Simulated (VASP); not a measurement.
# Cu (P6_3/mmc) in VASP: further runs, part 2 of 2

VASP 6.6.1. Earlier steps stand in the parts before.

**3. Single point, PBEsol**

The input, INCAR:

```
PREC = Accurate
ENCUT = 520
EDIFF = 1E-7
ISMEAR = -1
SIGMA = 0.05
LREAL = False
LASPH = True
NELM = 80
ALGO = Normal
ISIF = 2
LWAVE = False
LCHARG = False
GGA = PS
NBANDS = 30
```

The input, KPOINTS:

```
Automatic mesh
0
Gamma
  12 12 4
```

The input, POSCAR:

```
Cu
1.0
    2.5307640267      0.0000000000      0.0000000000
   -1.2653820134      2.1917059381      0.0000000000
    0.0000000000      0.0000000000      8.2618150800
Cu
4
Direct
    0.6666666667      0.3333333333      0.7500000000
    0.0000000000      0.0000000000      0.5000000000
    0.3333333333      0.6666666667      0.2500000000
    0.0000000000      0.0000000000      0.0000000000
```

Potentials or basis: VASP PAW PBE potentials, release 64 (Cu).

Command:

```bash
cat potpaw_PBE.64/Cu/POTCAR > POTCAR
mpirun -np 1 vasp_std > vasp.out
```

OUTCAR:

```text
PREC = Accurate
   ENCUT = 520
   EDIFF = 1E-7
   ISMEAR = -1
   LREAL = False
   LASPH = True
   NELM = 80
   ISIF = 2
   GGA = PS

 ion  position               nearest neighbor table
   1  0.667  0.333  0.750-   2 2.53   4 2.53   2 2.53   4 2.53   2 2.53   4 2.53
   2  0.000  0.000  0.500-   1 2.53   3 2.53   1 2.53   3 2.53   1 2.53   3 2.53
   3  0.333  0.667  0.250-   2 2.53   4 2.53   2 2.53   4 2.53   2 2.53   4 2.53
   4  0.000  0.000  0.000-   1 2.53   3 2.53   1 2.53   3 2.53   1 2.53   3 2.53

  LATTYP: Found a hexagonal cell.
 ALAT       =     2.5307640267
 C/A-ratio  =     3.2645537051

  Lattice vectors:

 A1 = (   2.5307640267,   0.0000000000,   0.0000000000)
 A2 = (  -1.2653820134,   2.1917059381,   0.0000000000)
 A3 = (   0.0000000000,   0.0000000000,   8.2618150800)

Analysis of symmetry for initial positions (statically):
=====================================================================
 Subroutine PRICEL returns:
 Original cell was already a primitive cell.

 Routine SETGRP: Setting up the symmetry group for a
 hexagonal supercell.

 Subroutine GETGRP returns: Found 24 space group operations
 (whereof 12 operations were pure point group operations)
 out of a pool of 24 trial point group operations.

The static configuration has the point symmetry D_3d.
 The point group associated with its full space group is D_6h.

Analysis of symmetry for dynamics (positions and initial velocities):
=====================================================================
 Subroutine PRICEL returns:
 Original cell was already a primitive cell.

 Routine SETGRP: Setting up the symmetry group for a
 hexagonal supercell.

 Subroutine GETGRP returns: Found 24 space group operations
 (whereof 12 operations were pure point group operations)
 out of a pool of 24 trial point group operations.

The dynamic configuration has the point symmetry D_3d.
 The point group associated with its full space group is D_6h.

 Subroutine INISYM returns: Found 24 space group operations
 (whereof 12 operations are pure point group operations),
 and found     1 'primitive' translations

----------------------------------------------------------------------------------------

                                     Primitive cell

  volume of cell :      45.8257

  direct lattice vectors                    reciprocal lattice vectors
     2.530764027  0.000000000  0.000000000     0.395137591  0.228132794  0.000000000
    -1.265382013  2.191705938  0.000000000     0.000000000  0.456265589  0.000000000
     0.000000000  0.000000000  8.261815080     0.000000000  0.000000000  0.121038778

  length of vectors
     2.530764027  2.530764027  8.261815080     0.456265589  0.456265589  0.121038778

  position of ions in fractional coordinates (direct lattice)
     0.666666667  0.333333333  0.750000000
     0.000000000  0.000000000  0.500000000
     0.333333333  0.666666667  0.250000000
     0.000000000  0.000000000  0.000000000

  ion indices of the primitive-cell ions
   primitive index   ion index
                 1           1
                 2           2
                 3           3
                 4           4

----------------------------------------------------------------------------------------

 KPOINTS: Automatic mesh

Automatic generation of k-mesh.
 Grid dimensions read from file:
 generate k-points for:   12   12    4

 Generating k-lattice:

  Cartesian coordinates                     Fractional coordinates (reciprocal lattice)
     0.032928133  0.019011066  0.000000000     0.083333333  0.000000000  0.000000000
     0.000000000  0.038022132  0.000000000     0.000000000  0.083333333  0.000000000
     0.000000000  0.000000000  0.030259694     0.000000000  0.000000000  0.250000000

  Length of vectors
     0.038022132  0.038022132  0.030259694

  Shift w.r.t. Gamma in fractional coordinates (k-lattice)
     0.000000000  0.000000000  0.000000000

 Subroutine IBZKPT returns following result:
 ===========================================

 Found     57 irreducible k-points:

 Following reciprocal coordinates:
            Coordinates               Weight
  0.000000  0.000000  0.000000      1.000000
  0.083333 -0.000000  0.000000      6.000000
  0.166667 -0.000000  0.000000      6.000000
  0.250000 -0.000000  0.000000      6.000000
  0.333333  0.000000  0.000000      6.000000
  0.416667  0.000000  0.000000      6.000000
[... 16 lines left out ...]
  0.250000 -0.000000  0.250000     12.000000
  0.333333  0.000000  0.250000     12.000000
 [... further k-points ...]
   k-points           NKPTS =     57   k-points in BZ     NKDIM =     57   number of bands    NBANDS=     30
   number of dos      NEDOS =    301   number of ions     NIONS =      4
   total plane-waves  NPLWV =  25600
   dimension x,y,z NGX =    20 NGY =   20 NGZ =   64
   dimension x,y,z NGXF=    40 NGYF=   40 NGZF=  128
   ions per type =               4
   NGX,Y,Z   is equivalent  to a cutoff of  13.14, 13.14, 12.88 a.u.
   NGXF,Y,Z  is equivalent  to a cutoff of  26.28, 26.28, 25.76 a.u.
 SYSTEM =  unknown system
   PREC   = accura    normal or accurate (medium, high low for compatibility)
   ISTART =      0    job   : 0-new  1-cont  2-samecut
   ICHARG =      2    charge: 1-file 2-atom 10-const
   ISPIN  =      1    spin polarized calculation?
   LNONCOLLINEAR =      F non collinear calculations
   LSORBIT =      F    spin-orbit coupling
   LASPH  =      T    aspherical Exc in radial PAW
   ENCUT  =  520.0 eV  38.22 Ry    6.18 a.u.   4.71  4.71 15.36*2*pi/ulx,y,z
   NELM   =     80;   NELMIN=  2; NELMDL= -5     # of ELM steps
   EDIFF  = 0.1E-06   stopping-criterion for ELM
   LREAL  =      F    real-space projection
   EDIFFG = 0.1E-05   stopping-criterion for IOM
   NSW    =      0    number of steps for IOM
   IBRION =     -1    ionic relax: 0-MD 1-quasi-New 2-CG
   NFREE  =      0    steps in history (QN), initial steepest desc. (CG)
   ISIF   =      2    stress and relaxation
   ISYM   =      2    0-nonsym 1-usesym 2-fastsym
   POTIM  = 0.5000    time-step for ionic-motion
   TEBEG  =    0.0;   TEEND  =   0.0 temperature during run
   PSTRESS=    0.0 pullay stress
   NELECT =      44.0000    total number of electrons
   NUPDOWN=      -1.0000    fix difference up-down
   EMIN   =  10.00;   EMAX   =-10.00  energy-range for DOS
   EFERMI =   0.00;   METHOD = LEGACY
   ISMEAR =    -1;   SIGMA  =   0.05  broadening in eV -4-tet -1-fermi 0-gaus
   EFERMI_NEDOS =   21; number of points for ismear=-14 and -15
   IALGO  =     38    algorithm
   IMIX   =      4    mixing-type and parameters
     AMIX     =   0.40;   BMIX     =  1.00
     AMIX_MAG =   1.60;   BMIX_MAG =  1.00
  volume/ion in A,a.u.               =      11.46        77.31
  Fermi-wavevector in a.u.,A,eV,Ry     =   1.615062  3.052025 35.489789  2.608426
  Thomas-Fermi vector in A             =   2.709870
   LORBIT       =      0    0 simple, 1 ext, 2 COOP (PROOUT), +10 PAW based schemes
   GGA     = PS    functional components
   LHFCALC =     F    Hartree Fock is set to
   AEXX    =    0.0000 exact exchange contribution
   IVDW    =     0    specifies the selected vdW correction
   LEPSILON=     F    determine dielectric tensor
   LRPA    =     F    only Hartree local field effects (RPA)
 non-spin polarized calculation
  energy-cutoff  :      520.00
  volume of cell :       45.83
 maximum number of plane-waves:      1250
 NGX is ok and might be reduce to    20
   NGX =  9   NGY =  9   NGZ = 31

 number of electron      43.9999989 magnetization

 Free energy of the ion-electron system (eV)
  ---------------------------------------------------
  ext. energy  EPLUGINS =         0.00000000
  ---------------------------------------------------
  free energy    TOTEN  =       -17.20987636 eV

  energy without entropy =      -17.19681990  energy(sigma->0) =      -17.20334813

 E-fermi :   7.6871     XC(G=0): -13.0861

 val. band max:        7.6603105594   @ k =   0.1667   0.0833   0.5000
 cond. band min:       7.7934660667   @ k =   0.5000  -0.0000   0.5000
 fundamental gap:      0.1331555074
 Fermi energy:         7.6871147060

 k-point     1 :       0.0000    0.0000    0.0000
  band No.  band energies     occupation
      1      -1.8418      2.00000
      2       0.3177      2.00000
      3       0.3328      2.00000
      4       2.5149      2.00000
      5       4.3950      2.00000
      6       4.3971      2.00000
[... 781 lines left out ...]
     29      20.4931      0.00000
     30      21.2701      0.00000

 [... further k-points ...]
[... 5 lines left out ...]
  --------------------------------------------------------------------------------------
  -------------------------------------------------------------------------------------
  Total       -0.2939996     -0.2939996     -0.4365188      0.0000000     -0.0000000      0.0000000
  in kB      -10.2789285    -10.2789285    -15.2617436      0.0000000     -0.0000000      0.0000000
  external PRESSURE =     -11.9398669 kB  Pullay stress =       0.0000000 kB

 VOLUME and BASIS-vectors are now :
 -----------------------------------------------------------------------------
  energy-cutoff  :      520.00
  volume of cell :       45.83
      direct lattice vectors                 reciprocal lattice vectors
     2.530764027  0.000000000  0.000000000     0.395137591  0.228132794  0.000000000
    -1.265382013  2.191705938  0.000000000     0.000000000  0.456265589  0.000000000
     0.000000000  0.000000000  8.261815080     0.000000000  0.000000000  0.121038778

 POSITION                                       TOTAL-FORCE (eV/Angst)
 -----------------------------------------------------------------------------------
      1.26538      0.73057      6.19636        -0.000000     -0.000000      0.000000
      0.00000      0.00000      4.13091        -0.000000      0.000000      0.000000
     -0.00000      1.46114      2.06545         0.000000      0.000000     -0.000000
      0.00000      0.00000      0.00000        -0.000000      0.000000      0.000000
 -----------------------------------------------------------------------------------
    total drift:                                0.000000     -0.000000      0.000000

  FREE ENERGIE OF THE ION-ELECTRON SYSTEM (eV)
  ---------------------------------------------------
  free  energy   TOTEN  =       -17.2098763575 eV

  energy  without entropy=      -17.1968198962  energy(sigma->0) =      -17.20334813
```

OSZICAR:

```text
N       E                     dE             d eps       ncg     rms          rms(c)
DAV:   1     0.334947293871E+03    0.33495E+03   -0.19768E+04  3572   0.266E+03
DAV:   2     0.104439423289E+02   -0.32450E+03   -0.31246E+03  3420   0.397E+02
DAV:   3    -0.207783296858E+02   -0.31222E+02   -0.29228E+02  3726   0.168E+02
DAV:   4    -0.215933585954E+02   -0.81503E+00   -0.81337E+00  3924   0.370E+01
DAV:   5    -0.216043042154E+02   -0.10946E-01   -0.10945E-01  4366   0.423E+00    0.169E+01
DAV:   6    -0.188363360962E+02    0.27680E+01   -0.35063E+01  3804   0.127E+02    0.834E+00
DAV:   7    -0.172559107573E+02    0.15804E+01   -0.66217E+00  3920   0.532E+01    0.894E-01
DAV:   8    -0.172225044818E+02    0.33406E-01   -0.12633E-01  4598   0.526E+00    0.841E-01
DAV:   9    -0.172141616303E+02    0.83429E-02   -0.11917E-02  4020   0.356E+00    0.500E-01
DAV:  10    -0.172097786145E+02    0.43830E-02   -0.96857E-03  4050   0.219E+00    0.363E-02
DAV:  11    -0.172098822856E+02   -0.10367E-03   -0.11453E-03  3898   0.432E-01    0.191E-02
DAV:  12    -0.172098773794E+02    0.49061E-05   -0.20021E-05  5200   0.114E-01    0.123E-02
DAV:  13    -0.172098772008E+02    0.17859E-06   -0.98374E-06  4148   0.676E-02    0.664E-03
DAV:  14    -0.172098764304E+02    0.77044E-06   -0.19065E-06  4320   0.278E-02    0.157E-03
DAV:  15    -0.172098763251E+02    0.10533E-06   -0.20480E-07  2442   0.120E-02    0.201E-04
DAV:  16    -0.172098763575E+02   -0.32404E-07   -0.49459E-08  2190   0.330E-03
   1 F= -.17209876E+02 E0= -.17203348E+02  d E =-.130565E-01
```

stdout:

```text
POSCAR found type information on POSCAR Cu
 POSCAR found :  1 types and       4 ions
 scaLAPACK will be used
 -----------------------------------------------------------------------------
|                                                                             |
|                                                                             |
|     You enforced a specific xc type in the INCAR file but a different       |
|     I HOPE YOU KNOW WHAT YOU ARE DOING!                                     |
|                                                                             |
 -----------------------------------------------------------------------------

 LDA part: xc-table for (Slater+PW92), standard interpolation
 POSCAR, INCAR and KPOINTS ok, starting setup
 FFT: planning ... GRIDC
 FFT: planning ... GRID_SOFT
 FFT: planning ... GRID
 WAVECAR not read
 entering main loop
```

It took 35 s on 1 thread of Intel Xeon 6975P-C (Granite Rapids), shared host; peak memory 0.19 GiB.

Results:

| Item | Value |
| --- | --- |
| Free energy | -17.2099 eV |
| Pressure | -1.2 GPa |
| Band gap on the k mesh | zero (band 22 reaches 11.17 eV, above the bottom of band 23 at 5.96 eV) |

Stress tensor (GPa, compression positive):
```
-1.03  0.00  0.00
 0.00 -1.03  0.00
 0.00  0.00 -1.53
```

Levels at points of the mesh, in eV from the Fermi level:
| k point | band 18 | band 19 | band 20 | band 21 | band 22 | band 23 | band 24 | band 25 | band 26 | band 27 |
| --- | --- | --- | --- | --- | --- | --- | --- | --- | --- | --- |
| (0.00, 0.00, 0.00) | -2.06 | -2.06 | -1.90 | -1.90 | -1.60 | -1.60 | -1.03 | 3.99 | 12.78 | 12.78 |
| (0.50, 0.00, 0.00) | -1.47 | -1.46 | -1.44 | -0.60 | 0.43 | 1.06 | 1.64 | 4.80 | 4.82 | 8.71 |
| (0.00, 0.00, 0.50) | -2.19 | -2.19 | -2.19 | -1.72 | -1.72 | -1.72 | -1.72 | 7.15 | 7.15 | 19.23 |
| (0.50, 0.00, 0.50) | -1.55 | -1.46 | -1.46 | 0.11 | 0.11 | 1.44 | 1.44 | 5.31 | 5.31 | 7.18 |

Caveat: the PAW data sets were made with another functional, which shifts forces and pressure a little.

**4. Single point, PBEsol**

This run uses another cell than the first one, of 10.77 Å³/atom, 0.940 times its volume.

The input, INCAR:

```
SYSTEM = Cu
ALGO     = Fast           ! electronic algorithm
EDIFF    = 1E-6           ! SCF threshold, eV
ENCUT    = 520            ! plane-wave cutoff, eV
GGA      = PS             ! functional
ISIF     = 2              ! what is computed and relaxed
ISMEAR   = -1             ! smearing method
LASPH    = .True.         ! aspherical terms in the spheres
LCHARG   = .False.        ! write CHGCAR
LREAL    = .False.        ! projectors in reciprocal space
LWAVE    = .False.        ! write WAVECAR
NBANDS   = 30             ! bands
NELM     = 80             ! most SCF steps
PREC     = Accurate       ! precision mode
SIGMA    = 0.05           ! smearing width, eV
```

The input, KPOINTS:

```
k-points
0
Gamma
  12 12 4
  0 0 0
```

The input, POSCAR:

```
Cu
1.0
    2.4791012850      0.0000000000      0.0000000000
   -1.2395506425      2.1469646914      0.0000000000
    0.0000000000      0.0000000000      8.0931592851
Cu
4
Direct
    0.6666666667      0.3333333333      0.7500000000
    0.0000000000      0.0000000000      0.5000000000
    0.3333333333      0.6666666667      0.2500000000
    0.0000000000      0.0000000000      0.0000000000
```

Command:

```bash
cat potpaw_PBE.64/Cu/POTCAR > POTCAR
mpirun -np 1 vasp_std > vasp.out
```

It took 35 s on 1 thread of AMD EPYC 9R45 (Zen 5), shared host; peak memory 0.15 GiB.

It converged, with:

| Quantity | Value |
| --- | --- |
| Free energy | -17.1358 eV |
| Pressure | 10.2 GPa |
| Band gap on the k mesh | zero (band 22 reaches 12.11 eV, above the bottom of band 23 at 6.70 eV) |

Stress tensor (GPa, compression positive):
```
10.43  0.00  0.00
 0.00 10.43  0.00
 0.00  0.00  9.85
```

Levels at points of the mesh, in eV from the Fermi level:
| k point | band 20 | band 21 | band 22 | band 23 | band 24 | band 25 |
| --- | --- | --- | --- | --- | --- | --- |
| (0.00, 0.00, 0.00) | -2.01 | -2.01 | -1.68 | -1.68 | -1.23 | 4.31 |
| (0.50, 0.00, 0.00) | -1.50 | -0.75 | 0.32 | 1.11 | 1.71 | 5.13 |
| (0.00, 0.00, 0.50) | -2.33 | -1.81 | -1.81 | -1.81 | -1.81 | 7.51 |
| (0.50, 0.00, 0.50) | -1.53 | 0.06 | 0.06 | 1.48 | 1.48 | 5.60 |

Caveat: the PAW data sets were made with another functional, which shifts forces and pressure a little.

**5. Single point, PBEsol**

This run uses another cell than the first one, of 11.00 Å³/atom, 0.960 times its volume.

The input, INCAR:

```
  ALGO = Fast
  EDIFF = 1E-7
  ENCUT = 520
  GGA = PS
  ISIF = 2
  ISMEAR = -1
  LASPH = T
  LCHARG = F
  LREAL = F
  LWAVE = F
  NBANDS = 30
  NELM = 100
  PREC = Accurate
  SIGMA = 0.05
```

The input, KPOINTS:

```
k-points
0
Gamma
  12 12 4
```

The input, POSCAR:

```
Cu
1.0
    2.4965603200      0.0000000000      0.0000000000
   -1.2482801600      2.1620846592      0.0000000000
    0.0000000000      0.0000000000      8.1501552425
Cu
4
Direct
    0.6666666667      0.3333333333      0.7500000000
    0.0000000000      0.0000000000      0.5000000000
    0.3333333333      0.6666666667      0.2500000000
    0.0000000000      0.0000000000      0.0000000000
```

Command:

```bash
cat potpaw_PBE.64/Cu/POTCAR > POTCAR
mpirun -np 1 vasp_std > vasp.out
```

Run time: 45 s. Hardware: 1 thread of AMD EPYC 9R45 (Zen 5), shared host; peak memory 0.16 GiB.

It converged, with:

| Quantity | Value |
| --- | --- |
| Free energy | -17.1827 eV |
| Pressure | 6.0 GPa |
| Band gap on the k mesh | zero (band 22 reaches 11.78 eV, above the bottom of band 23 at 6.45 eV) |

Stress tensor (GPa, compression positive):
```
6.19 0.00 0.00
0.00 6.19 0.00
0.00 0.00 5.66
```

Levels at points of the mesh, in eV from the Fermi level:
| k point | band 20 | band 21 | band 22 | band 23 | band 24 | band 25 |
| --- | --- | --- | --- | --- | --- | --- |
| (0.00, 0.00, 0.00) | -1.97 | -1.97 | -1.65 | -1.65 | -1.16 | 4.20 |
| (0.50, 0.00, 0.00) | -1.48 | -0.70 | 0.36 | 1.09 | 1.68 | 5.02 |
| (0.00, 0.00, 0.50) | -2.28 | -1.78 | -1.78 | -1.78 | -1.78 | 7.39 |
| (0.50, 0.00, 0.50) | -1.51 | 0.08 | 0.08 | 1.46 | 1.46 | 5.50 |

Caveat: the PAW data sets were made with another functional, which shifts forces and pressure a little.

**6. Single point, PBEsol**

This run uses another cell than the first one, of 11.23 Å³/atom, 0.980 times its volume.

The input, INCAR:

```
PREC = Accurate
ENCUT = 520
EDIFF = 1E-6
ISMEAR = -1
SIGMA = 0.05
LREAL = F
LASPH = T
NELM = 100
ALGO = Normal
ISIF = 2
LWAVE = F
LCHARG = F
GGA = PS
NBANDS = 30
```

The input, KPOINTS:

```
Automatic mesh
0
Gamma
  12 12 4
```

The input, POSCAR:

```
Cu
1.0
    2.5137785214      0.0000000000      0.0000000000
   -1.2568892608      2.1769960591      0.0000000000
    0.0000000000      0.0000000000      8.2063649859
Cu
4
Direct
    0.6666666667      0.3333333333      0.7500000000
    0.0000000000      0.0000000000      0.5000000000
    0.3333333333      0.6666666667      0.2500000000
    0.0000000000      0.0000000000      0.0000000000
```

Potentials or basis: VASP PAW PBE potentials, release 64 (Cu).

Command:

```bash
cat potpaw_PBE.64/Cu/POTCAR > POTCAR
mpirun -np 1 vasp_std > vasp.out
```

Run time: 34 s. Hardware: 1 thread of AMD EPYC 9R45 (Zen 5), shared host; peak memory 0.17 GiB.

It converged, with:

```
Free energy            : -17.2065 eV
Pressure               : 2.2 GPa
Band gap on the k mesh : zero (band 22 reaches 11.47 eV, above the bottom of band 23 at 6.20 eV)
```

Stress tensor (GPa, compression positive):
```
2.33 0.00 0.00
0.00 2.33 0.00
0.00 0.00 1.82
```

Levels at points of the mesh, in eV from the Fermi level:
```
           k point  band 18  band 19  band 20  band 21  band 22  band 23  band 24  band 25  band 26  band 27
(0.00, 0.00, 0.00)    -2.10    -2.10    -1.93    -1.93    -1.62    -1.62    -1.10     4.10    12.95    12.95
(0.50, 0.00, 0.00)    -1.49    -1.48    -1.46    -0.65     0.40     1.08     1.66     4.91     4.93     8.81
(0.00, 0.00, 0.50)    -2.24    -2.24    -2.24    -1.75    -1.75    -1.75    -1.75     7.26     7.26    19.45
(0.50, 0.00, 0.50)    -1.57    -1.48    -1.48     0.09     0.09     1.45     1.45     5.40     5.40     7.31
```

Caveat: the PAW data sets were made with another functional, which shifts forces and pressure a little.

**7. The runs side by side**

```csv
cell,gap on the mesh (eV),pressure (GPa)
"a = 2.531, b = 2.531, c = 8.262 Å, angles 90.0, 90.0, 120.0°, 4 atoms",none,-1.2
"a = 2.479, b = 2.479, c = 8.093 Å, angles 90.0, 90.0, 120.0°, 4 atoms",none,10.2
"a = 2.497, b = 2.497, c = 8.150 Å, angles 90.0, 90.0, 120.0°, 4 atoms",none,6.0
"a = 2.514, b = 2.514, c = 8.206 Å, angles 90.0, 90.0, 120.0°, 4 atoms",none,2.2
```

Alike in all rows: task single point; level PBEsol; potentials or basis VASP PAW PBE potentials, release 64 (Cu); no spin polarisation; k mesh 12 × 12 × 4; cutoff (eV) 520; smearing fermi-dirac 0.05 eV.

Caveats: the PAW data sets were made with another functional, which shifts forces and pressure a little.

Total energies depend on the potentials used, so only differences within one code and one set of settings carry meaning.
